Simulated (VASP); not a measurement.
The system is TaGe4.

```
Ta Ge
1.0
    -3.78744    3.78744    1.69379
     3.78744   -3.78744    1.69379
     3.78744    3.78744   -1.69379
Ta Ge
1 4
Direct
  0.50000 0.50000 0.00000
  0.70000 0.90000 0.60000
  0.90000 0.30000 0.20000
  0.10000 0.70000 0.80000
  0.30000 0.10000 0.40000
```

| Quantity | Value |
| --- | --- |
| Program | VASP 6.6.1 |
| Task | relaxation of cell and atoms |
| Functional | PBE |
| Potentials or basis | VASP PAW PBE potentials, release 64 (Ta_pv, Ge_d) |
| Cutoff | 600 eV |
| k mesh | 6 × 6 × 6 |
| Occupations | gaussian, width 0.1 eV |
| Spin | no spin polarisation |

At the start: pressure -8.1 GPa; volume 19.44 Å³/atom.

Task: Where does the relaxation end?

Result: Over 14 steps the energy falls by 140.3 meV/atom and the volume is 17.24 Å³/atom (-11.3 %); space group I4/m (No. 87, to 0.05 Å).

Step by step:
```tsv
step	energy change (eV)	largest force (eV/Å)	pressure (GPa)	volume (Å³)
1	0.0000	0.5190	-8.11	97.19
2	-0.2547	0.3577	5.55	83.99
3	-0.3034	0.3609	0.90	87.41
4	-0.3882	0.3159	1.11	87.09
5	-0.5862	0.3304	2.21	85.81
6	-0.1642	1.1525	11.06	81.96
7	-0.5981	0.4821	3.31	85.10
8	-0.6342	0.3674	-0.45	88.07
9	-0.6342	0.3711	-0.40	87.98
10	-0.6544	0.3101	-0.38	87.70
11	-0.6911	0.1079	0.09	86.87
12	-0.6946	0.0417	-0.02	86.54
13	-0.6986	0.0303	-0.06	86.44
14	-0.7015	0.0031	0.23	86.21
```

Final structure:
```cif
data_structure
_symmetry_space_group_name_H-M 'P 1'
_symmetry_Int_Tables_number 1
_cell_length_a 5.1443
_cell_length_b 5.1443
_cell_length_c 5.1443
_cell_angle_alpha 97.673
_cell_angle_beta 97.673
_cell_angle_gamma 137.134
_cell_volume 86.21
loop_
_atom_site_label
_atom_site_type_symbol
_atom_site_fract_x
_atom_site_fract_y
_atom_site_fract_z
_atom_site_occupancy
Ta1 Ta 0.50000 0.50000 0.00000 1
Ge1 Ge 0.69492 0.88055 0.57546 1
Ge2 Ge 0.88055 0.30508 0.18563 1
Ge3 Ge 0.11945 0.69492 0.81437 1
Ge4 Ge 0.30508 0.11945 0.42453 1
```
